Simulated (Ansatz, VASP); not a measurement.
# One calculation of BaS, two programs

INCAR

```
  ALGO = Normal
  EDIFF = 1E-7
  ENCUT = 520
  GGA = PE
  ISIF = 2
  ISMEAR = -1
  LASPH = True
  LCHARG = True
  LELF = True
  LREAL = False
  LVHAR = True
  LWAVE = False
  NBANDS = 15
  NELM = 80
  PREC = Accurate
  SIGMA = 0.02
```

File KPOINTS:

```
k-points
0
Gamma
  3 3 3
```

Contents of POSCAR:

```
BaS
1.0
    0.0000000000      3.1937500000      3.1937500000
    3.1937500000      0.0000000000      3.1937500000
    3.1937500000      3.1937500000      0.0000000000
Ba S
1 1
Direct
    0.0000000000      0.0000000000      0.0000000000
    0.5000000000      0.5000000000      0.5000000000
```

Contents of input.yaml:

```yaml
crystal:
  lattice:
    - [0.0, 3.19375, 3.19375]
    - [3.19375, 0.0, 3.19375]
    - [3.19375, 3.19375, 0.0]
  atoms:
    - { symbol: Ba, position: [0.0, 0.0, 0.0] }
    - { symbol: S, position: [0.5, 0.5, 0.5] }
kpoints:
  mp_grid: { grid: [3, 3, 3] }
scf:
  occupations: { method: fermi_dirac, width: 0.02 }
hamiltonian:
  xc: pbe
  pseudopotentials: { kind: all_electron, lapw: { basis_error: 0.004 } }
output:
  forces: true
  stress: true
  eigenvalues: true
```

Alike in both runs: task single point; functional PBE; k mesh 3 × 3 × 3; occupations fermi-dirac, width 0.02 eV; no spin polarisation.

```csv
,VASP,Ansatz
version,VASP 6.6.1,Ansatz 0.2.0
potentials or method,"VASP PAW PBE potentials, release 64 (Ba_sv, S), cutoff 520 eV","all-electron LAPW, scalar-relativistic"
```

Ansatz gave:

```
gap on the k mesh at the Fermi level (eV) : 2.50
least direct gap on the mesh (eV)         : 2.64
pressure (GPa)                            : 1.0
```

Task: What did VASP give for the same quantities?

Result: gap on the k mesh at the Fermi level (eV): 2.40; least direct gap on the mesh (eV): 2.57; pressure (GPa): 1.7.

Ansatz ran all-electron here, and VASP with PAW potentials.

The k mesh is coarse, so the values compare programs but aren't converged. Neither program's run includes spin-orbit coupling.
